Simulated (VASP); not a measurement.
# Hf (Pm-3m) in VASP: a series of runs

The runs below take Hf through single point, with LDA.

All numbers are computed with VASP 6.6.1; they aren't measurements. Logs are shortened: lines on timing, memory, paths and dates and some standing lists are left out, and cuts for length are marked.

### Step 1. The cell of the first run

The structure is cubic, space group Pm-3m (No. 221). The conventional cell has a = 2.382 Å, b = 2.382 Å, c = 2.382 Å, α = 90.00°, β = 90.00°, γ = 90.00°. Within 3.1 Å of Hf (site symmetry m-3m) lie 6 Hf at 2.38 Å.

### Step 2. Single point, LDA (volume scaled by 0.6)

Contents of INCAR:

```
SYSTEM = Hf
PREC = Accurate ; ENCUT = 520
EDIFF = 1E-6 ; ISMEAR = -1
SIGMA = 0.1 ; LREAL = .False.
LASPH = .True. ; NELM = 80
ALGO = Normal ; ISIF = 2
LWAVE = .False. ; LCHARG = .True.
GGA = CA ; LELF = .True.
LVHAR = .True. ; NBANDS = 11
```

Contents of KPOINTS:

```
Automatic mesh
0
Gamma
  15 15 15
  0 0 0
```

Contents of POSCAR:

```
Hf
1.0
    2.3816859399      0.0000000000      0.0000000000
    0.0000000000      2.3816859399      0.0000000000
    0.0000000000      0.0000000000      2.3816859399
Hf
1
Direct
    0.0000000000      0.0000000000      0.0000000000
```

Potentials or basis: VASP PAW LDA potentials, release 64 (Hf_pv).

On the command line:

```
$ cat potpaw_LDA.64/Hf_pv/POTCAR > POTCAR
$ mpirun -np 1 vasp_std > vasp.out
```

OUTCAR:

```text
SYSTEM = Hf
   PREC = Accurate
   ENCUT = 520
   EDIFF = 1E-6
   ISMEAR = -1
   LREAL = .False.
   LASPH = .True.
   NELM = 80
   ISIF = 2
   GGA = CA

 ion  position               nearest neighbor table
   1  0.000  0.000  0.000-

  LATTYP: Found a simple cubic cell.
 ALAT       =     2.3816859399

  Lattice vectors:

 A1 = (   2.3816859399,   0.0000000000,   0.0000000000)
 A2 = (   0.0000000000,   2.3816859399,   0.0000000000)
 A3 = (   0.0000000000,   0.0000000000,   2.3816859399)

Analysis of symmetry for initial positions (statically):
=====================================================================
 Subroutine PRICEL returns:
 Original cell was already a primitive cell.

 Routine SETGRP: Setting up the symmetry group for a
 simple cubic supercell.

 Subroutine GETGRP returns: Found 48 space group operations
 (whereof 48 operations were pure point group operations)
 out of a pool of 48 trial point group operations.

The static configuration has the point symmetry O_h .

Analysis of symmetry for dynamics (positions and initial velocities):
=====================================================================
 Subroutine PRICEL returns:
 Original cell was already a primitive cell.

 Routine SETGRP: Setting up the symmetry group for a
 simple cubic supercell.

 Subroutine GETGRP returns: Found 48 space group operations
 (whereof 48 operations were pure point group operations)
 out of a pool of 48 trial point group operations.

The dynamic configuration has the point symmetry O_h .

 Subroutine INISYM returns: Found 48 space group operations
 (whereof 48 operations are pure point group operations),
 and found     1 'primitive' translations

----------------------------------------------------------------------------------------

                                     Primitive cell

  volume of cell :      13.5099

  direct lattice vectors                    reciprocal lattice vectors
     2.381685940  0.000000000  0.000000000     0.419870640  0.000000000  0.000000000
     0.000000000  2.381685940  0.000000000     0.000000000  0.419870640  0.000000000
     0.000000000  0.000000000  2.381685940     0.000000000  0.000000000  0.419870640

  length of vectors
     2.381685940  2.381685940  2.381685940     0.419870640  0.419870640  0.419870640

  position of ions in fractional coordinates (direct lattice)
     0.000000000  0.000000000  0.000000000

  ion indices of the primitive-cell ions
   primitive index   ion index
                 1           1

----------------------------------------------------------------------------------------

 KPOINTS: Automatic mesh

Automatic generation of k-mesh.
 Grid dimensions read from file:
 generate k-points for:   15   15   15

 Generating k-lattice:

  Cartesian coordinates                     Fractional coordinates (reciprocal lattice)
     0.027991376  0.000000000  0.000000000     0.066666667  0.000000000  0.000000000
     0.000000000  0.027991376  0.000000000     0.000000000  0.066666667  0.000000000
     0.000000000  0.000000000  0.027991376     0.000000000  0.000000000  0.066666667

  Length of vectors
     0.027991376  0.027991376  0.027991376

  Shift w.r.t. Gamma in fractional coordinates (k-lattice)
     0.000000000  0.000000000  0.000000000

 Subroutine IBZKPT returns following result:
 ===========================================

 Found    120 irreducible k-points:

 Following reciprocal coordinates:
            Coordinates               Weight
  0.000000  0.000000  0.000000      1.000000
  0.066667  0.000000  0.000000      6.000000
  0.133333  0.000000  0.000000      6.000000
  0.200000  0.000000  0.000000      6.000000
  0.266667  0.000000  0.000000      6.000000
  0.333333  0.000000  0.000000      6.000000
[... 16 lines left out ...]
  0.266667  0.200000  0.000000     24.000000
  0.333333  0.200000  0.000000     24.000000
 [... further k-points ...]
   k-points           NKPTS =    120   k-points in BZ     NKDIM =    120   number of bands    NBANDS=     11
   number of dos      NEDOS =    301   number of ions     NIONS =      1
   total plane-waves  NPLWV =   5832
   dimension x,y,z NGX =    18 NGY =   18 NGZ =   18
   dimension x,y,z NGXF=    36 NGYF=   36 NGZF=   36
   ions per type =               1
   NGX,Y,Z   is equivalent  to a cutoff of  12.56, 12.56, 12.56 a.u.
   NGXF,Y,Z  is equivalent  to a cutoff of  25.13, 25.13, 25.13 a.u.
 SYSTEM =  Hf
   PREC   = accura    normal or accurate (medium, high low for compatibility)
   ISTART =      0    job   : 0-new  1-cont  2-samecut
   ICHARG =      2    charge: 1-file 2-atom 10-const
   ISPIN  =      1    spin polarized calculation?
   LNONCOLLINEAR =      F non collinear calculations
   LSORBIT =      F    spin-orbit coupling
   LASPH  =      T    aspherical Exc in radial PAW
   ENCUT  =  520.0 eV  38.22 Ry    6.18 a.u.   4.43  4.43  4.43*2*pi/ulx,y,z
   NELM   =     80;   NELMIN=  2; NELMDL= -5     # of ELM steps
   EDIFF  = 0.1E-05   stopping-criterion for ELM
   LREAL  =      F    real-space projection
   EDIFFG = 0.1E-04   stopping-criterion for IOM
   NSW    =      0    number of steps for IOM
   IBRION =     -1    ionic relax: 0-MD 1-quasi-New 2-CG
   NFREE  =      0    steps in history (QN), initial steepest desc. (CG)
   ISIF   =      2    stress and relaxation
   ISYM   =      2    0-nonsym 1-usesym 2-fastsym
   POTIM  = 0.5000    time-step for ionic-motion
   TEBEG  =    0.0;   TEEND  =   0.0 temperature during run
   PSTRESS=    0.0 pullay stress
   NELECT =      10.0000    total number of electrons
   NUPDOWN=      -1.0000    fix difference up-down
   EMIN   =  10.00;   EMAX   =-10.00  energy-range for DOS
   EFERMI =   0.00;   METHOD = LEGACY
   ISMEAR =    -1;   SIGMA  =   0.10  broadening in eV -4-tet -1-fermi 0-gaus
   EFERMI_NEDOS =   21; number of points for ismear=-14 and -15
   IALGO  =     38    algorithm
   IMIX   =      4    mixing-type and parameters
     AMIX     =   0.40;   BMIX     =  1.00
     AMIX_MAG =   1.60;   BMIX_MAG =  1.00
  volume/ion in A,a.u.               =      13.51        91.17
  Fermi-wavevector in a.u.,A,eV,Ry     =   1.480893  2.798482 29.838175  2.193044
  Thomas-Fermi vector in A             =   2.594871
   LORBIT       =      0    0 simple, 1 ext, 2 COOP (PROOUT), +10 PAW based schemes
   GGA     = CA    functional components
   LHFCALC =     F    Hartree Fock is set to
   AEXX    =    0.0000 exact exchange contribution
   IVDW    =     0    specifies the selected vdW correction
   LEPSILON=     F    determine dielectric tensor
   LRPA    =     F    only Hartree local field effects (RPA)
 non-spin polarized calculation
  energy-cutoff  :      520.00
  volume of cell :       13.51
 maximum number of plane-waves:       374
 NGX is ok and might be reduce to    18
   NGX =  9   NGY =  9   NGZ =  9

 number of electron      10.0000000 magnetization

 number of electron       9.9999996 magnetization

 Free energy of the ion-electron system (eV)
  ---------------------------------------------------
  ext. energy  EPLUGINS =         0.00000000
  ---------------------------------------------------
  free energy    TOTEN  =        -7.50111163 eV

  energy without entropy =       -7.46789180  energy(sigma->0) =       -7.48450171

 E-fermi :   8.4985     XC(G=0): -13.8793

 val. band max:        8.4906410834   @ k =   0.4000   0.2667   0.2000
 cond. band min:       8.5088990871   @ k =   0.3333   0.3333   0.1333
 fundamental gap:      0.0182580037
 Fermi energy:         8.4985350452

 k-point     1 :       0.0000    0.0000    0.0000
  band No.  band energies     occupation
      1     -19.4056      2.00000
      2     -19.4056      2.00000
      3     -19.4056      2.00000
      4       0.8557      2.00000
      5       4.7677      2.00000
      6       4.7677      2.00000
      7      20.3563      0.00000
      8      20.3563      0.00000
      9      20.3563      0.00000
     10      22.0944      0.00000
     11      28.5062      0.00000

 k-point     2 :       0.0667    0.0000    0.0000
  band No.  band energies     occupation
      1     -19.6695      2.00000
      2     -19.3847      2.00000
      3     -19.3847      2.00000
      4       1.1002      2.00000
      5       4.8330      2.00000
      6       5.1141      2.00000
      7      19.7186      0.00000
      8      19.7186      0.00000
      9      20.3950      0.00000
     10      22.0926      0.00000
     11      27.5209      0.00000

 k-point     3 :       0.1333    0.0000    0.0000
  band No.  band energies     occupation
      1     -20.3718      2.00000
      2     -19.3249      2.00000
      3     -19.3249      2.00000
      4       1.7042      2.00000
      5       5.0223      2.00000
      6       6.1561      2.00000
      7      18.2844      0.00000
      8      18.2844      0.00000
      9      20.5058      0.00000
     10      22.0862      0.00000
     11      25.6025      0.00000

 k-point     4 :       0.2000    0.0000    0.0000
  band No.  band energies     occupation
      1     -21.3115      2.00000
      2     -19.2357      2.00000
      3     -19.2357      2.00000
      4       2.4587      2.00000
      5       5.3155      2.00000
      6       7.7605      1.99875
      7      16.6744      0.00000
      8      16.6744      0.00000
      9      20.6730      0.00000
     10      22.0688      0.00000
     11      23.8120      0.00000
[... 239 lines left out ...]
 k-point    22 :       0.2000    0.2000    0.0000
  band No.  band energies     occupation
      1     -21.1919      2.00000
      2     -20.9888      2.00000
      3     -19.0699      2.00000
      4       3.9479      2.00000
      5       7.0805      2.00000
      6       9.1296      0.00363
      7      13.3098      0.00000
      8      16.6376      0.00000
      9      17.7320      0.00000
     10      22.0796      0.00000
     11      25.9398      0.00000

 k-point    23 :       0.2667    0.2000    0.0000
  band No.  band energies     occupation
      1     -22.0525      2.00000
      2     -20.9444      2.00000
      3     -18.9681      2.00000
      4       4.5749      2.00000
      5       7.2805      1.99999
      6      10.2065      0.00000
      7      13.0566      0.00000
      8      15.5847      0.00000
      9      17.6213      0.00000
     10      22.0735      0.00000
     11      24.7574      0.00000

 k-point    24 :       0.3333    0.2000    0.0000
  band No.  band energies     occupation
      1     -22.8809      2.00000
      2     -20.8164      2.00000
      3     -18.8688      2.00000
      4       5.1571      2.00000
      5       7.1211      2.00000
      6      10.2880      0.00000
      7      14.2938      0.00000
      8      14.4741      0.00000
      9      17.8332      0.00000
     10      22.0669      0.00000
     11      24.1605      0.00000

 [... further k-points ...]

------------------------ aborting loop because EDIFF is reached ----------------------------------------

  FORCE on cell =-STRESS in cart. coord.  units (eV):
  Direction    XX          YY          ZZ          XY          YZ          ZX
  --------------------------------------------------------------------------------------
  -------------------------------------------------------------------------------------
  Total       10.1269170     10.1269170     10.1269170      0.0000000      0.0000000      0.0000000
  in kB     1200.9760698   1200.9760698   1200.9760698      0.0000000      0.0000000      0.0000000
  external PRESSURE =    1200.9760698 kB  Pullay stress =       0.0000000 kB

 VOLUME and BASIS-vectors are now :
 -----------------------------------------------------------------------------
  energy-cutoff  :      520.00
  volume of cell :       13.51
      direct lattice vectors                 reciprocal lattice vectors
     2.381685940  0.000000000  0.000000000     0.419870640  0.000000000  0.000000000
     0.000000000  2.381685940  0.000000000     0.000000000  0.419870640  0.000000000
     0.000000000  0.000000000  2.381685940     0.000000000  0.000000000  0.419870640

 POSITION                                       TOTAL-FORCE (eV/Angst)
 -----------------------------------------------------------------------------------
      0.00000      0.00000      0.00000         0.000000      0.000000      0.000000
 -----------------------------------------------------------------------------------
    total drift:                                0.000000      0.000000     -0.000000

  FREE ENERGIE OF THE ION-ELECTRON SYSTEM (eV)
  ---------------------------------------------------
  free  energy   TOTEN  =        -7.5011116253 eV

  energy  without entropy=       -7.4678917963  energy(sigma->0) =       -7.48450171
```

Run time: 15 s. Hardware: 1 thread of AMD EPYC 7R13, shared host; peak memory 0.1 GiB.

What came out:

| Quantity | Value |
| --- | --- |
| Free energy | -7.5011 eV |
| Pressure | 120.1 GPa |
| Band gap on the k mesh | zero (band 5 reaches 10.12 eV, above the bottom of band 6 at 4.50 eV) |

Levels at points of the mesh, in eV from the Fermi level:
```csv
k point,band 2,band 3,band 4,band 5,band 6,band 7,band 8,band 9
"(0.00, 0.00, 0.00)",-27.90,-27.90,-7.64,-3.73,-3.73,11.86,11.86,11.86
```

Caveat: spin-orbit coupling is left out, which moves the levels of the heavy elements.

### Step 3. Single point, LDA (volume scaled by 0.68)

Contents of INCAR:

```
SYSTEM = Hf
PREC = Accurate
ENCUT = 520
EDIFF = 1E-7
ISMEAR = -1
SIGMA = 0.1
LREAL = .False.
LASPH = .True.
NELM = 60
ALGO = Normal
ISIF = 2
LWAVE = .False.
LCHARG = .True.
GGA = CA
LELF = .True.
LVHAR = .True.
NBANDS = 11
```

Contents of KPOINTS:

```
regular mesh
0
Gamma
  15 15 15
  0 0 0
```

Contents of POSCAR:

```
Hf
1.0
    2.4831543384      0.0000000000      0.0000000000
    0.0000000000      2.4831543384      0.0000000000
    0.0000000000      0.0000000000      2.4831543384
Hf
1
Direct
    0.0000000000      0.0000000000      0.0000000000
```

Potentials or basis: VASP PAW LDA potentials, release 64 (Hf_pv).

On the command line:

```
$ cat potpaw_LDA.64/Hf_pv/POTCAR > POTCAR
$ mpirun -np 1 vasp_std > vasp.out
```

It took 20 s on 1 thread of AMD EPYC 7R13, shared host; peak memory 0.1 GiB.

The run converged. Its results:

| Property | Result |
| --- | --- |
| Free energy | -8.5497 eV |
| Pressure | 70.5 GPa |
| Band gap on the k mesh | zero (band 5 reaches 8.53 eV, above the bottom of band 6 at 4.10 eV) |

Levels at points of the mesh, in eV from the Fermi level:
```tsv
k point	band 3	band 4	band 5	band 6	band 7	band 8
(0.00, 0.00, 0.00)	-28.30	-7.55	-3.10	-3.10	10.49	10.49
```

Caveat: spin-orbit coupling is left out, which moves the levels of the heavy elements.

### Step 4. Single point, LDA (volume scaled by 0.68)

Contents of INCAR:

```
SYSTEM = Hf
PREC = Accurate ; ENCUT = 520
EDIFF = 1E-6 ; ISMEAR = -1
SIGMA = 0.1 ; LREAL = .False.
LASPH = .True. ; NELM = 80
ALGO = Normal ; ISIF = 2
LWAVE = .False. ; LCHARG = .False.
NBANDS = 11
```

KPOINTS is that of step 3.

POSCAR is that of step 3.

On the command line:

```
$ cat potpaw_LDA.64/Hf_pv/POTCAR > POTCAR
$ mpirun -np 1 vasp_std > vasp.out
```

Wall time 16 s (1 thread of AMD EPYC 7R13, shared host); peak memory 0.1 GiB.

The run converged. Its results:

```yaml
Free_energy: -8.5497 eV
Pressure: 70.5 GPa
Band_gap_on_the_k_mesh: zero (band 5 reaches 8.53 eV, above the bottom of band 6 at 4.10 eV)
```

Levels at points of the mesh, in eV from the Fermi level:
```tsv
k point	band 3	band 4	band 5	band 6	band 7	band 8
(0.00, 0.00, 0.00)	-28.30	-7.55	-3.10	-3.10	10.49	10.49
```

Caveat: spin-orbit coupling is left out, which moves the levels of the heavy elements.

(Part 1 of 2 ends here.)
